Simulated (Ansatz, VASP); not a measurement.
SrTe in VASP and in Ansatz

Contents of POSCAR:

```
SrTe
1.0
    0.0000000000      3.3359944144      3.3359944144
    3.3359944144      0.0000000000      3.3359944144
    3.3359944144      3.3359944144      0.0000000000
Sr Te
1 1
Direct
    0.0000000000      0.0000000000      0.0000000000
    0.5000000000      0.5000000000      0.5000000000
```

The input INCAR.step1:

```
PREC     = Accurate       # precision mode
ENCUT    = 550            # plane-wave cutoff, eV
ISMEAR   = 0              # smearing method
SIGMA    = 0.01           # smearing width, eV
LREAL    = F              # projectors in reciprocal space
LASPH    = T              # aspherical terms in the spheres
NELM     = 120            # most SCF steps
NBANDS   = 15             # bands
GGA      = PE             # functional
ALGO     = Normal         # electronic algorithm
EDIFF    = 1E-5           # SCF threshold, eV
LWAVE    = T              # write WAVECAR
LCHARG   = F              # write CHGCAR
GGA_COMPAT= F
```

The input INCAR.step2:

```
PREC     = Accurate       # precision mode
ENCUT    = 550            # plane-wave cutoff, eV
EDIFF    = 1E-6           # SCF threshold, eV
ISMEAR   = 0              # smearing method
SIGMA    = 0.01           # smearing width, eV
LREAL    = F              # projectors in reciprocal space
LASPH    = T              # aspherical terms in the spheres
NELM     = 120            # most SCF steps
ALGO     = Normal         # electronic algorithm
ISIF     = 2              # what is computed and relaxed
LWAVE    = F              # write WAVECAR
LCHARG   = T              # write CHGCAR
METAGGA  = R2SCAN         # meta-GGA
LMIXTAU  = T            
LELF     = T              # ELF
LVHAR    = T            
NBANDS   = 15             # bands
ISTART   = 1            
GGA_COMPAT= F
```

The input KPOINTS:

```
Automatic mesh
0
Gamma
  6 6 6
```

Input for Ansatz:

```yaml
crystal:
  lattice:
    - [0.0, 3.3359944144, 3.3359944144]
    - [3.3359944144, 0.0, 3.3359944144]
    - [3.3359944144, 3.3359944144, 0.0]
  atoms:
    - { symbol: Sr, position: [0.0, 0.0, 0.0] }
    - { symbol: Te, position: [0.5, 0.5, 0.5] }
kpoints:
  mp_grid: { grid: [6, 6, 6] }
  band_path:
    path:
      - [0.0, 0.0, 0.0]
      - [0.5, 0.0, 0.5]
      - [0.625, 0.25, 0.625]
      - [0.375, 0.375, 0.75]
      - [0.5, 0.5, 0.5]
      - [0.5, 0.25, 0.75]
      - [0.0, 0.5, 0.5]
    npoints: 1
hamiltonian:
  xc: r2scan
scf:
  occupations: { method: fixed }
  n_extra_bands: 4
output:
  forces: true
  stress: true
  eigenvalues: true
```

Change from the starting cell: hydrostatic strain -0.5%.

Alike in both runs: task single point; functional r2SCAN; k mesh 6 × 6 × 6; no spin polarisation.

```csv
,VASP,Ansatz
version,VASP 6.6.1,Ansatz 0.2.0
potentials or method,"VASP PAW PBE potentials, release 64 (Sr_sv, Te)","plane waves, PAW"
plane-wave cutoff (eV),550,500
occupations,"gaussian, width 0.01 eV",fixed
valence electrons in the cell,16,26
```

|  | VASP | Ansatz | Ansatz less VASP |
| --- | --- | --- | --- |
| gap on the k mesh at the Fermi level (eV) | 2.11 | 2.13 | +0.027 |
| pressure (GPa) | 0.7 | 0.6 | -0.10 |

VASP's potentials were made for PBE, not for r2SCAN. VASP's potentials hold 16 valence electrons a cell and Ansatz's 26, so a difference there can come from the potentials and not from the codes.

Neither program's run includes spin-orbit coupling.
